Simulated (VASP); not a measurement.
Set up this calculation in VASP 6.6.1, as the native input.

```yaml
Task: dielectric tensor
Functional: PBEsol
Potentials_or_basis: VASP PAW PBE potentials, release 64 (S, Mg)
Cutoff: 520 eV
k_mesh: 9 × 9 × 9
Occupations: gaussian, width 0.01 eV
Spin: no spin polarisation
Dipole_correction: no
Further_INCAR_settings: ALGO = Normal; EDIFF = 1e-08
```

The structure of MgS (Niningerite) lies in POSCAR:

```
MgS
1.0
    0.0000000000      2.6016500000      2.6016500000
    2.6016500000      0.0000000000      2.6016500000
    2.6016500000      2.6016500000      0.0000000000
S Mg
1 1
Direct
    0.5000000000      0.5000000000      0.5000000000
    0.0000000000      0.0000000000      0.0000000000
```

These files were run (other wordings do the same):

INCAR

```
SYSTEM = MgS
ALGO = Normal
EDIFF = 1E-8
ENCUT = 520
GGA = PS
ISIF = 2
ISMEAR = 0
LASPH = .TRUE.
LCHARG = .FALSE.
LEPSILON = .TRUE.
LREAL = .FALSE.
LWAVE = .FALSE.
NELM = 80
PREC = Accurate
SIGMA = 0.01
```

KPOINTS

```
k-points
0
G
  9 9 9
  0 0 0
```

Potentials or basis: VASP PAW PBE potentials, release 64 (S, Mg).

Command:

```bash
$ cat potpaw_PBE.64/S/POTCAR potpaw_PBE.64/Mg/POTCAR > POTCAR
$ mpirun -np 1 vasp_std > vasp.out
```

It gave:

```
Band gap on the k mesh                  : 2.83 eV, indirect (least direct gap 3.59 eV)
Electronic dielectric tensor (diagonal) : 5.50
Born charges (mean of the diagonal)     : S -2.32; Mg +2.32 e
```

It took 3.1 min on 1 thread of Intel(R) Xeon(R) Platinum 8375C CPU @ 2.90GHz (Ice Lake) (shared host), peak memory 0.21 GiB.
